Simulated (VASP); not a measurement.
# ZrC in VASP: notebook

ZrC is run at these levels: PBE; tasks: single point.

All numbers are computed with VASP 6.6.1; they aren't measurements. Logs are shortened: lines on timing, memory, paths and dates and some standing lists are left out, and cuts for length are marked.

## 1. The cell of the first run

The structure is cubic, space group Fm-3m (No. 225). Conventional cell: a = 4.700 Å, b = 4.700 Å, c = 4.700 Å, α = 90.00°, β = 90.00°, γ = 90.00°. Within 3.1 Å of Zr (site symmetry m-3m) lie 6 C at 2.35 Å. Within 3.1 Å of C (site symmetry m-3m) lie 6 Zr at 2.35 Å.

## 2. Single point, PBE

Input file INCAR:

```
PREC = Accurate
ENCUT = 520
EDIFF = 1E-7
ISMEAR = 0
SIGMA = 0.1
LREAL = F
LASPH = T
NELM = 60
ALGO = Normal
ISIF = 2
LWAVE = F
LCHARG = T
GGA = PE
LELF = T
LVHAR = T
NBANDS = 15
```

Input file KPOINTS:

```
Automatic mesh
0
Gamma
  6 6 6
```

Input file POSCAR:

```
ZrC
1.0
    0.0000000000      2.3502100000      2.3502100000
    2.3502100000      0.0000000000      2.3502100000
    2.3502100000      2.3502100000      0.0000000000
Zr C
1 1
Direct
    0.5000000000      0.5000000000      0.5000000000
    0.0000000000      0.0000000000      0.0000000000
```

Potentials or basis: VASP PAW PBE potentials, release 64 (Zr_sv, C).

Started as:

```
> cat potpaw_PBE.64/Zr_sv/POTCAR potpaw_PBE.64/C/POTCAR > POTCAR
> mpirun -np 1 vasp_std > vasp.out
```

OUTCAR:

```text
PREC = Accurate
   ENCUT = 520
   EDIFF = 1E-7
   ISMEAR = 0
   LREAL = F
   LASPH = T
   NELM = 60
   ISIF = 2
   GGA = PE

 ion  position               nearest neighbor table
   1  0.500  0.500  0.500-   2 2.35   2 2.35   2 2.35   2 2.35   2 2.35   2 2.35
   2  0.000  0.000  0.000-   1 2.35   1 2.35   1 2.35   1 2.35   1 2.35   1 2.35

  LATTYP: Found a face centered cubic cell.
 ALAT       =     4.7004200000

  Lattice vectors:

 A1 = (   0.0000000000,   2.3502100000,   2.3502100000)
 A2 = (   2.3502100000,   0.0000000000,   2.3502100000)
 A3 = (   2.3502100000,   2.3502100000,   0.0000000000)

Analysis of symmetry for initial positions (statically):
=====================================================================
 Subroutine PRICEL returns:
 Original cell was already a primitive cell.

 Routine SETGRP: Setting up the symmetry group for a
 face centered cubic supercell.

 Subroutine GETGRP returns: Found 48 space group operations
 (whereof 48 operations were pure point group operations)
 out of a pool of 48 trial point group operations.

The static configuration has the point symmetry O_h .

Analysis of symmetry for dynamics (positions and initial velocities):
=====================================================================
 Subroutine PRICEL returns:
 Original cell was already a primitive cell.

 Routine SETGRP: Setting up the symmetry group for a
 face centered cubic supercell.

 Subroutine GETGRP returns: Found 48 space group operations
 (whereof 48 operations were pure point group operations)
 out of a pool of 48 trial point group operations.

The dynamic configuration has the point symmetry O_h .

 Subroutine INISYM returns: Found 48 space group operations
 (whereof 48 operations are pure point group operations),
 and found     1 'primitive' translations

----------------------------------------------------------------------------------------

                                     Primitive cell

  volume of cell :      25.9627

  direct lattice vectors                    reciprocal lattice vectors
     0.000000000  2.350210000  2.350210000    -0.212746946  0.212746946  0.212746946
     2.350210000  0.000000000  2.350210000     0.212746946 -0.212746946  0.212746946
     2.350210000  2.350210000  0.000000000     0.212746946  0.212746946 -0.212746946

  length of vectors
     3.323698856  3.323698856  3.323698856     0.368488520  0.368488520  0.368488520
[... 80 lines left out ...]
   POTIM  = 0.5000    time-step for ionic-motion
   TEBEG  =    0.0;   TEEND  =   0.0 temperature during run
   PSTRESS=    0.0 pullay stress
   NELECT =      16.0000    total number of electrons
   NUPDOWN=      -1.0000    fix difference up-down
   EMIN   =  10.00;   EMAX   =-10.00  energy-range for DOS
   EFERMI =   0.00;   METHOD = LEGACY
   ISMEAR =     0;   SIGMA  =   0.10  broadening in eV -4-tet -1-fermi 0-gaus
   EFERMI_NEDOS =   21; number of points for ismear=-14 and -15
   IALGO  =     38    algorithm
   IMIX   =      4    mixing-type and parameters
     AMIX     =   0.40;   BMIX     =  1.00
     AMIX_MAG =   1.60;   BMIX_MAG =  1.00
  volume/ion in A,a.u.               =      12.98        87.60
  Fermi-wavevector in a.u.,A,eV,Ry     =   1.393151  2.632673 26.407131  1.940869
  Thomas-Fermi vector in A             =   2.516825
   LORBIT       =      0    0 simple, 1 ext, 2 COOP (PROOUT), +10 PAW based schemes
   GGA     = PE    functional components
   LHFCALC =     F    Hartree Fock is set to
   AEXX    =    0.0000 exact exchange contribution
   IVDW    =     0    specifies the selected vdW correction
   LEPSILON=     F    determine dielectric tensor
   LRPA    =     F    only Hartree local field effects (RPA)
 non-spin polarized calculation
 Gauss-broadening in eV      SIGMA  =   0.10
  energy-cutoff  :      520.00
  volume of cell :       25.96
 maximum number of plane-waves:       725
 NGX is ok and might be reduce to    28
   NGX = 13   NGY = 13   NGZ = 13

 number of electron      16.0000000 magnetization

 Free energy of the ion-electron system (eV)
  ---------------------------------------------------
  ext. energy  EPLUGINS =         0.00000000
  ---------------------------------------------------
  free energy    TOTEN  =       -19.45165491 eV

  energy without entropy =      -19.45107809  energy(sigma->0) =      -19.45136650

 E-fermi :   9.5461     XC(G=0): -12.1318

 val. band max:        9.3795622899   @ k =   0.1667   0.1667   0.0000
 cond. band min:       9.6830535023   @ k =   0.5000   0.5000   0.0000
 fundamental gap:      0.3034912124
 Fermi energy:         9.5460723528

 k-point     1 :       0.0000    0.0000    0.0000
  band No.  band energies     occupation
      1     -38.4969      2.00000
      2     -16.2071      2.00000
      3     -16.2071      2.00000
      4     -16.2071      2.00000
      5      -1.6847      2.00000
      6      10.5609      0.00000
      7      10.5609      0.00000
      8      10.5609      0.00000
      9      10.7049      0.00000
     10      10.7049      0.00000
     11      10.7049      0.00000
     12      12.4237      0.00000
     13      12.4237      0.00000
     14      16.9293      0.00000
[... 257 lines left out ...]
      2     -16.8289      2.00000
      3     -16.6052      2.00000
      4     -16.5076      2.00000
      5      -0.0250      2.00000
      6       7.3564      2.00000
      7       7.3596      2.00000
      8       7.5462      2.00000
      9      11.4641      0.00000
     10      14.2096      0.00000
     11      15.2803      0.00000
     12      15.8854      0.00000
     13      17.2394      0.00000
     14      22.0308      0.00000
     15      22.1242      0.00000

------------------------ aborting loop because EDIFF is reached ----------------------------------------

  FORCE on cell =-STRESS in cart. coord.  units (eV):
  Direction    XX          YY          ZZ          XY          YZ          ZX
  --------------------------------------------------------------------------------------
  -------------------------------------------------------------------------------------
  Total        0.2474073      0.2474073      0.2474073      0.0000000      0.0000000     -0.0000000
  in kB       15.2676827     15.2676827     15.2676827      0.0000000      0.0000000     -0.0000000
  external PRESSURE =      15.2676827 kB  Pullay stress =       0.0000000 kB

 VOLUME and BASIS-vectors are now :
 -----------------------------------------------------------------------------
  energy-cutoff  :      520.00
  volume of cell :       25.96
      direct lattice vectors                 reciprocal lattice vectors
     0.000000000  2.350210000  2.350210000    -0.212746946  0.212746946  0.212746946
     2.350210000  0.000000000  2.350210000     0.212746946 -0.212746946  0.212746946
     2.350210000  2.350210000  0.000000000     0.212746946  0.212746946 -0.212746946

 POSITION                                       TOTAL-FORCE (eV/Angst)
 -----------------------------------------------------------------------------------
      2.35021      2.35021      2.35021         0.000000      0.000000      0.000000
      0.00000      0.00000      0.00000        -0.000000     -0.000000     -0.000000
 -----------------------------------------------------------------------------------
    total drift:                                0.000000      0.000000      0.000000

  FREE ENERGIE OF THE ION-ELECTRON SYSTEM (eV)
  ---------------------------------------------------
  free  energy   TOTEN  =       -19.4516549057 eV

  energy  without entropy=      -19.4510780936  energy(sigma->0) =      -19.45136650
```

OSZICAR:

```text
N       E                     dE             d eps       ncg     rms          rms(c)
DAV:   1     0.100781194838E+03    0.10078E+03   -0.86530E+03   480   0.107E+03
DAV:   2    -0.168260357229E+02   -0.11761E+03   -0.10967E+03   599   0.287E+02
DAV:   3    -0.227367831342E+02   -0.59107E+01   -0.58689E+01   780   0.562E+01
DAV:   4    -0.229190289790E+02   -0.18225E+00   -0.18216E+00   576   0.632E+00
DAV:   5    -0.229219028573E+02   -0.28739E-02   -0.28739E-02   630   0.720E-01    0.204E+01
DAV:   6    -0.195851612150E+02    0.33367E+01   -0.65263E+00   544   0.228E+01    0.713E+00
DAV:   7    -0.194674807780E+02    0.11768E+00   -0.56473E-01   530   0.592E+00    0.622E+00
DAV:   8    -0.194762733659E+02   -0.87926E-02   -0.27375E-01   593   0.445E+00    0.495E+00
DAV:   9    -0.194518568030E+02    0.24417E-01   -0.46756E-02   522   0.183E+00    0.544E-01
DAV:  10    -0.194516808981E+02    0.17590E-03   -0.26913E-03   632   0.455E-01    0.125E-01
DAV:  11    -0.194516593556E+02    0.21542E-04   -0.57773E-05   586   0.734E-02    0.542E-02
DAV:  12    -0.194516549223E+02    0.44333E-05   -0.43459E-06   558   0.190E-02    0.242E-03
DAV:  13    -0.194516550362E+02   -0.11392E-06   -0.66714E-08   465   0.263E-03    0.235E-03
DAV:  14    -0.194516549143E+02    0.12184E-06   -0.29091E-08   317   0.159E-03    0.137E-03
DAV:  15    -0.194516549057E+02    0.86627E-08   -0.78567E-09   254   0.891E-04
   1 F= -.19451655E+02 E0= -.19451366E+02  d E =-.576812E-03
```

Run time: 17 s. Hardware: 1 thread of Intel Xeon Platinum 8259CL at 2.50GHz (Skylake/Cascade Lake), shared host; peak memory 0.15 GiB.

Results:

```yaml
Free_energy: -19.4517 eV
Pressure: 1.5 GPa
Band_gap_on_the_k_mesh: zero (band 8 reaches 10.56 eV, above the bottom of band 9 at 9.36 eV)
```

Caveat: the k points lie up to 0.39 Å⁻¹ apart.

## 3. Single point, PBE (strained)

Input file INCAR:

```
PREC = Accurate ; ENCUT = 520
EDIFF = 1E-7 ; ISMEAR = 0
SIGMA = 0.1 ; LREAL = F
LASPH = T ; NELM = 100
ALGO = Normal ; ISIF = 2
LWAVE = F ; LCHARG = T
GGA = PE ; LELF = T
LVHAR = T ; NBANDS = 15
```

Input file KPOINTS:

```
Automatic mesh
0
Gamma
  14 14 14
```

Input file POSCAR:

```
ZrC
1.0
    0.0000000000      2.2806907882      2.2806907882
    2.4217033882      0.0000000000      2.2806907882
    2.4217033882      2.2806907882      0.0000000000
Zr C
1 1
Direct
    0.5000000000      0.5000000000      0.5000000000
    0.0000000000      0.0000000000      0.0000000000
```

Potentials or basis: VASP PAW PBE potentials, release 64 (Zr_sv, C).

Started as:

```
> cat potpaw_PBE.64/Zr_sv/POTCAR potpaw_PBE.64/C/POTCAR > POTCAR
> mpirun -np 1 vasp_std > vasp.out
```

It took 84 s on 1 thread of AMD EPYC 7R43 (Zen 3), shared host; peak memory 0.19 GiB.

It converged, with:

| Item | Value |
| --- | --- |
| Free energy | -19.3618 eV |
| Pressure | 10.3 GPa |
| Band gap on the k mesh | zero (band 8 reaches 11.01 eV, above the bottom of band 9 at 9.58 eV) |

Stress tensor (GPa, compression positive):
```
-5.38  0.00  0.00
 0.00 18.17  0.00
 0.00  0.00 18.17
```

Levels at points of the mesh, in eV from the Fermi level:
| k point | band 5 | band 6 | band 7 | band 8 | band 9 | band 10 | band 11 | band 12 |
| --- | --- | --- | --- | --- | --- | --- | --- | --- |
| (0.00, 0.00, 0.00) | -11.44 | 0.68 | 0.70 | 1.02 | 1.02 | 1.30 | 1.30 | 2.33 |
| (0.50, 0.00, 0.00) | -8.19 | -5.44 | -3.15 | -3.04 | 4.47 | 4.85 | 5.57 | 6.59 |
| (0.50, 0.50, 0.00) | -10.32 | -1.90 | -1.79 | -0.18 | 0.12 | 4.50 | 5.48 | 6.21 |
| (0.00, 0.50, 0.50) | -10.33 | -2.46 | -1.82 | 0.28 | 0.28 | 4.58 | 5.82 | 5.82 |

Caveat: the cell differs from its parent crystal (strained).

[end of part 1 of 2]
